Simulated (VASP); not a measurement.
# Zr3GeTe4 (Pmm2) in VASP: single point with PBE

Aim: the single point of Zr3GeTe4 with PBE.

Program: VASP 6.6.1. These are calculated values, not measurements. Logs are shortened: lines on timing, memory, paths and dates and some standing lists are left out, and cuts for length are marked.

### Step 1. The cell of the first run

It takes space group Pmm2 (No. 25, orthorhombic). Conventional cell: a = 3.936 Å, b = 3.955 Å, c = 13.330 Å, α = 90.00°, β = 90.00°, γ = 90.00°. Within 3.9 Å of Zr (site symmetry mm2) lie 5 Te at 2.98 to 3.04 Å and 6 Zr at 3.37 to 3.77 Å. Zr (site symmetry mm2) has 7 Te at 2.94 to 3.09 Å and 2 Zr at 3.77 Å within 3.9 Å. Zr (site symmetry mm2) has 5 Te at 2.93 to 3.02 Å and 4 Zr at 3.37 Å within 3.9 Å. Ge (site symmetry mm2) has 7 Te at 2.88 to 3.76 Å within 3.8 Å. Te (site symmetry mm2) has 1 Ge at 2.88 Å and 4 Zr at 2.96 Å and 6 Te at 3.49 to 3.73 Å within 3.8 Å. Te (site symmetry mm2) has 5 Zr at 3.02 to 3.04 Å and 2 Ge at 3.76 Å and 4 Te at 3.94 to 3.95 Å within 4.0 Å. Te (site symmetry mm2) has 4 Ge at 2.90 Å and 1 Zr at 3.09 Å and 4 Te at 3.49 Å within 3.8 Å. Te (site symmetry mm2) has 7 Zr at 2.93 to 2.98 Å and 2 Te at 3.73 Å within 3.9 Å.

### Step 2. Single point, PBE

File INCAR:

```
SYSTEM = Zr3GeTe4
  ALGO = Normal
  EDIFF = 1E-6
  ENCUT = 520
  GGA = PE
  ISIF = 2
  ISMEAR = 0
  LASPH = .TRUE.
  LCHARG = .TRUE.
  LELF = .TRUE.
  LREAL = .FALSE.
  LVHAR = .TRUE.
  LWAVE = .FALSE.
  NBANDS = 47
  NELM = 60
  PREC = Accurate
  SIGMA = 0.1
```

File KPOINTS:

```
k-points
0
G
  8 8 4
  0 0 0
```

File POSCAR:

```
Zr3GeTe4
1.0
    3.9361768822      0.0000000000      0.0000000000
    0.0000000000      3.9549889559      0.0000000000
    0.0000000000      0.0000000000     13.3301551420
Zr Ge Te
3 1 4
Direct
    0.0000000000      0.5000000000      0.6588115407
    0.5000000000      0.5000000000      0.4174071970
    0.5000000000      0.0000000000      0.8002813115
    0.0000000000      0.0000000000      0.1268790597
    0.0000000000      0.0000000000      0.3431853232
    0.0000000000      0.5000000000      0.8871770664
    0.5000000000      0.5000000000      0.1855420865
    0.5000000000      0.0000000000      0.5807153749
```

Potentials or basis: VASP PAW PBE potentials, release 64 (Zr_sv, Ge_d, Te).

On the command line:

```
cat potpaw_PBE.64/Zr_sv/POTCAR potpaw_PBE.64/Ge_d/POTCAR potpaw_PBE.64/Te/POTCAR > POTCAR
mpirun -np 1 vasp_std > vasp.out
```

OUTCAR:

```text
SYSTEM = Zr3GeTe4
   EDIFF = 1E-6
   ENCUT = 520
   GGA = PE
   ISIF = 2
   ISMEAR = 0
   LASPH = .TRUE.
   LREAL = .FALSE.
   NELM = 60
   PREC = Accurate

 ion  position               nearest neighbor table
   1  0.000  0.500  0.659-   8 2.98   8 2.98   8 2.98   8 2.98   6 3.04   3 3.37   3 3.37   3 3.37
                             3 3.37   2 3.77   2 3.77
   2  0.500  0.500  0.417-   8 2.94   8 2.94   5 2.96   5 2.96   5 2.96   5 2.96   7 3.09   1 3.77
                             1 3.77
   3  0.500  0.000  0.800-   8 2.93   6 3.02   6 3.02   6 3.02   6 3.02   1 3.37   1 3.37   1 3.37
                             1 3.37
   4  0.000  0.000  0.127-   5 2.88   7 2.90   7 2.90   7 2.90   7 2.90
   5  0.000  0.000  0.343-   4 2.88   2 2.96   2 2.96   2 2.96   2 2.96   7 3.49   7 3.49   7 3.49
                             7 3.49
   6  0.000  0.500  0.887-   3 3.02   3 3.02   3 3.02   3 3.02   1 3.04
   7  0.500  0.500  0.186-   4 2.90   4 2.90   4 2.90   4 2.90   2 3.09   5 3.49   5 3.49   5 3.49
                             5 3.49
   8  0.500  0.000  0.581-   3 2.93   2 2.94   2 2.94   1 2.98   1 2.98   1 2.98   1 2.98

  LATTYP: Found a simple orthorhombic cell.
 ALAT       =     3.9361768822
 B/A-ratio  =     1.0047792755
 C/A-ratio  =     3.3865742168

  Lattice vectors:

 A1 = (   3.9361768822,   0.0000000000,   0.0000000000)
 A2 = (   0.0000000000,   3.9549889559,   0.0000000000)
 A3 = (   0.0000000000,   0.0000000000,  13.3301551420)

Analysis of symmetry for initial positions (statically):
=====================================================================
 Subroutine PRICEL returns:
 Original cell was already a primitive cell.

 Routine SETGRP: Setting up the symmetry group for a
 simple orthorhombic supercell.

 Subroutine GETGRP returns: Found  4 space group operations
 (whereof  4 operations were pure point group operations)
 out of a pool of  8 trial point group operations.

The static configuration has the point symmetry C_2v.

Analysis of symmetry for dynamics (positions and initial velocities):
=====================================================================
 Subroutine PRICEL returns:
 Original cell was already a primitive cell.

 Routine SETGRP: Setting up the symmetry group for a
 simple orthorhombic supercell.

 Subroutine GETGRP returns: Found  4 space group operations
 (whereof  4 operations were pure point group operations)
 out of a pool of  8 trial point group operations.

The dynamic configuration has the point symmetry C_2v.

 Subroutine INISYM returns: Found  4 space group operations
 (whereof  4 operations are pure point group operations),
 and found     1 'primitive' translations

----------------------------------------------------------------------------------------

                                     Primitive cell

  volume of cell :     207.5177

  direct lattice vectors                    reciprocal lattice vectors
     3.936176882  0.000000000  0.000000000     0.254053624  0.000000000  0.000000000
     0.000000000  3.954988956  0.000000000     0.000000000  0.252845207  0.000000000
     0.000000000  0.000000000 13.330155142     0.000000000  0.000000000  0.075017882

  length of vectors
     3.936176882  3.954988956 13.330155142     0.254053624  0.252845207  0.075017882

  position of ions in fractional coordinates (direct lattice)
     0.000000000  0.500000000  0.658811541
     0.500000000  0.500000000  0.417407197
     0.500000000  0.000000000  0.800281312
     0.000000000  0.000000000  0.126879060
     0.000000000  0.000000000  0.343185323
     0.000000000  0.500000000  0.887177066
     0.500000000  0.500000000  0.185542086
     0.500000000  0.000000000  0.580715375

  ion indices of the primitive-cell ions
   primitive index   ion index
                 1           1
                 2           2
                 3           3
                 4           4
                 5           5
                 6           6
                 7           7
                 8           8

----------------------------------------------------------------------------------------

 KPOINTS: k-points

Automatic generation of k-mesh.
 Grid dimensions read from file:
 generate k-points for:    8    8    4

 Generating k-lattice:

  Cartesian coordinates                     Fractional coordinates (reciprocal lattice)
     0.031756703  0.000000000  0.000000000     0.125000000  0.000000000  0.000000000
     0.000000000  0.031605651  0.000000000     0.000000000  0.125000000  0.000000000
     0.000000000  0.000000000  0.018754470     0.000000000  0.000000000  0.250000000

  Length of vectors
     0.031756703  0.031605651  0.018754470

  Shift w.r.t. Gamma in fractional coordinates (k-lattice)
     0.000000000  0.000000000  0.000000000

 Subroutine IBZKPT returns following result:
 ===========================================

 Found     75 irreducible k-points:

 Following reciprocal coordinates:
            Coordinates               Weight
  0.000000  0.000000  0.000000      1.000000
  0.125000  0.000000  0.000000      2.000000
  0.250000  0.000000  0.000000      2.000000
  0.375000  0.000000  0.000000      2.000000
  0.500000  0.000000  0.000000      1.000000
  0.000000  0.125000  0.000000      2.000000
[... 16 lines left out ...]
  0.250000  0.500000  0.000000      2.000000
  0.375000  0.500000  0.000000      2.000000
 [... further k-points ...]
   k-points           NKPTS =     75   k-points in BZ     NKDIM =     75   number of bands    NBANDS=     47
   number of dos      NEDOS =    301   number of ions     NIONS =      8
   total plane-waves  NPLWV =  90000
   dimension x,y,z NGX =    30 NGY =   30 NGZ =  100
   dimension x,y,z NGXF=    60 NGYF=   60 NGZF=  200
   ions per type =               3   1   4
   NGX,Y,Z   is equivalent  to a cutoff of  12.67, 12.61, 12.47 a.u.
   NGXF,Y,Z  is equivalent  to a cutoff of  25.34, 25.22, 24.94 a.u.
 SYSTEM =  Zr3GeTe4
   PREC   = accura    normal or accurate (medium, high low for compatibility)
   ISTART =      0    job   : 0-new  1-cont  2-samecut
   ICHARG =      2    charge: 1-file 2-atom 10-const
   ISPIN  =      1    spin polarized calculation?
   LNONCOLLINEAR =      F non collinear calculations
   LSORBIT =      F    spin-orbit coupling
   LASPH  =      T    aspherical Exc in radial PAW
   ENCUT  =  520.0 eV  38.22 Ry    6.18 a.u.   7.32  7.35 24.79*2*pi/ulx,y,z
   NELM   =     60;   NELMIN=  2; NELMDL= -5     # of ELM steps
   EDIFF  = 0.1E-05   stopping-criterion for ELM
   LREAL  =      F    real-space projection
   EDIFFG = 0.1E-04   stopping-criterion for IOM
   NSW    =      0    number of steps for IOM
   IBRION =     -1    ionic relax: 0-MD 1-quasi-New 2-CG
   NFREE  =      0    steps in history (QN), initial steepest desc. (CG)
   ISIF   =      2    stress and relaxation
   ISYM   =      2    0-nonsym 1-usesym 2-fastsym
   POTIM  = 0.5000    time-step for ionic-motion
   TEBEG  =    0.0;   TEEND  =   0.0 temperature during run
   PSTRESS=    0.0 pullay stress
   NELECT =      74.0000    total number of electrons
   NUPDOWN=      -1.0000    fix difference up-down
   EMIN   =  10.00;   EMAX   =-10.00  energy-range for DOS
   EFERMI =   0.00;   METHOD = LEGACY
   ISMEAR =     0;   SIGMA  =   0.10  broadening in eV -4-tet -1-fermi 0-gaus
   EFERMI_NEDOS =   21; number of points for ismear=-14 and -15
   IALGO  =     38    algorithm
   IMIX   =      4    mixing-type and parameters
     AMIX     =   0.40;   BMIX     =  1.00
     AMIX_MAG =   1.60;   BMIX_MAG =  1.00
  volume/ion in A,a.u.               =      25.94       175.05
  Fermi-wavevector in a.u.,A,eV,Ry     =   1.160915  2.193811 18.336889  1.347723
  Thomas-Fermi vector in A             =   2.297492
   LORBIT       =      0    0 simple, 1 ext, 2 COOP (PROOUT), +10 PAW based schemes
   GGA     = PE    functional components
   LHFCALC =     F    Hartree Fock is set to
   AEXX    =    0.0000 exact exchange contribution
   IVDW    =     0    specifies the selected vdW correction
   LEPSILON=     F    determine dielectric tensor
   LRPA    =     F    only Hartree local field effects (RPA)
 non-spin polarized calculation
 Gauss-broadening in eV      SIGMA  =   0.10
  energy-cutoff  :      520.00
  volume of cell :      207.52
 maximum number of plane-waves:      5654
 NGX is ok and might be reduce to    30
   NGX = 15   NGY = 15   NGZ = 49

 number of electron      74.0000011 magnetization

 Free energy of the ion-electron system (eV)
  ---------------------------------------------------
  ext. energy  EPLUGINS =         0.00000000
  ---------------------------------------------------
  free energy    TOTEN  =       -47.20257590 eV

  energy without entropy =      -47.17851901  energy(sigma->0) =      -47.19054746

 E-fermi :   8.3864     XC(G=0): -10.2462

 val. band max:        8.3863062061   @ k =   0.0000   0.3750   0.5000
 cond. band min:       8.3881329349   @ k =   0.3750   0.1250   0.5000
 fundamental gap:      0.0018267289
 Fermi energy:         8.3863816180

 k-point     1 :       0.0000    0.0000    0.0000
  band No.  band energies     occupation
      1     -41.3202      2.00000
      2     -41.2320      2.00000
      3     -41.0191      2.00000
      4     -19.3976      2.00000
      5     -19.3701      2.00000
      6     -19.3496      2.00000
[... 39 lines left out ...]
     46      10.3366      0.00000
     47      10.4608      0.00000

 k-point     2 :       0.1250    0.0000    0.0000
  band No.  band energies     occupation
      1     -41.3194      2.00000
      2     -41.2315      2.00000
      3     -41.0189      2.00000
      4     -19.4045      2.00000
      5     -19.3684      2.00000
      6     -19.3606      2.00000
[... 39 lines left out ...]
     46      10.6905      0.00000
     47      10.7874      0.00000

 k-point     3 :       0.2500    0.0000    0.0000
  band No.  band energies     occupation
      1     -41.3175      2.00000
      2     -41.2303      2.00000
      3     -41.0184      2.00000
      4     -19.4233      2.00000
      5     -19.3847      2.00000
      6     -19.3645      2.00000
[... 1039 lines left out ...]
     46      10.7220      0.00000
     47      10.8104      0.00000

 k-point    24 :       0.3750    0.5000    0.0000
  band No.  band energies     occupation
      1     -41.3120      2.00000
      2     -41.2254      2.00000
      3     -41.0149      2.00000
      4     -19.4461      2.00000
      5     -19.4286      2.00000
      6     -19.4261      2.00000
[... 39 lines left out ...]
     46      10.9281      0.00000
     47      10.9961      0.00000

 [... further k-points ...]
[... 5 lines left out ...]
  --------------------------------------------------------------------------------------
  -------------------------------------------------------------------------------------
  Total        0.0037535      0.0091971      0.0003195      0.0000000      0.0000000      0.0000000
  in kB        0.0289799      0.0710082      0.0024671      0.0000000      0.0000000      0.0000000
  external PRESSURE =       0.0341517 kB  Pullay stress =       0.0000000 kB

 VOLUME and BASIS-vectors are now :
 -----------------------------------------------------------------------------
  energy-cutoff  :      520.00
  volume of cell :      207.52
      direct lattice vectors                 reciprocal lattice vectors
     3.936176882  0.000000000  0.000000000     0.254053624  0.000000000  0.000000000
     0.000000000  3.954988956  0.000000000     0.000000000  0.252845207  0.000000000
     0.000000000  0.000000000 13.330155142     0.000000000  0.000000000  0.075017882

 POSITION                                       TOTAL-FORCE (eV/Angst)
 -----------------------------------------------------------------------------------
      0.00000      1.97749      8.78206         0.000000      0.000000     -0.003407
      1.96809      1.97749      5.56410         0.000000      0.000000      0.007003
      1.96809      0.00000     10.66787         0.000000      0.000000      0.001944
      0.00000      0.00000      1.69132         0.000000      0.000000     -0.011511
      0.00000      0.00000      4.57471         0.000000      0.000000     -0.006114
      0.00000      1.97749     11.82621         0.000000      0.000000      0.017077
      1.96809      1.97749      2.47330         0.000000      0.000000     -0.000664
      1.96809      0.00000      7.74103         0.000000      0.000000     -0.004328
 -----------------------------------------------------------------------------------
    total drift:                                0.000000      0.000000     -0.000062

  FREE ENERGIE OF THE ION-ELECTRON SYSTEM (eV)
  ---------------------------------------------------
  free  energy   TOTEN  =       -47.2025759022 eV

  energy  without entropy=      -47.1785190142  energy(sigma->0) =      -47.19054746
```

Wall time 18 min (1 thread of Intel Xeon 6975P-C, shared host); peak memory 0.73 GiB.

What came out:

```
Free energy            : -47.2026 eV
Pressure               : 0.0 GPa
Largest force          : 0.017 eV/Å
Band gap on the k mesh : zero (band 37 reaches 8.79 eV, above the bottom of band 38 at 8.27 eV)
```

Forces on the atoms (eV/Å):
```
Zr   0.000  0.000 -0.003
Zr   0.000  0.000  0.007
Zr   0.000  0.000  0.002
Ge   0.000  0.000 -0.012
Te   0.000  0.000 -0.006
Te   0.000  0.000  0.017
Te   0.000  0.000 -0.001
Te   0.000  0.000 -0.004
```

Caveat: spin-orbit coupling is left out, which moves the levels of the heavy elements.
